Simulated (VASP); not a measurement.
SiNi (rocksalt type), 2 atoms in the cell. Symmetry: Fm-3m, No. 225, cubic system. The conventional cell has a = 4.363 Å, b = 4.363 Å, c = 4.363 Å, α = 90.00°, β = 90.00°, γ = 90.00°. Ni (site symmetry m-3m) has 6 Si at 2.18 Å within 2.9 Å. Si (site symmetry m-3m) has 6 Ni at 2.18 Å within 2.9 Å. 

```yaml
Program: VASP 6.6.1
Task: relaxation of cell and atoms
Functional: PBE
Potentials_or_basis: VASP PAW PBE potentials, release 64 (Ni, Si)
Cutoff: 600 eV
k_mesh: 16 × 16 × 16
Occupations: fermi-dirac, width 0.08 eV
Spin: no spin polarisation
Target_pressure: 61 GPa
Dipole_correction: no
Further_INCAR_settings: ALGO = Normal; EDIFF = 1e-06; IBRION = 2; EDIFFG = -0.005; NSW = 32; ISIF = 3
```

Potentials or basis: VASP PAW PBE potentials, release 64 (Ni, Si).

The run is started by

```sh
$ cat potpaw_PBE.64/Ni/POTCAR potpaw_PBE.64/Si/POTCAR > POTCAR
$ mpirun -np 1 vasp_std > vasp.out
```

Hardware: 1 thread of Intel(R) Xeon(R) 6975P-C (Granite Rapids), on a shared host.

Question: How long does it take, and how much memory?

Answer: It took 35 s on 1 thread of Intel(R) Xeon(R) 6975P-C (Granite Rapids), on a shared host, peak memory 0.19 GiB. Counts: scf iterations 23, k points 145, ion steps 3.
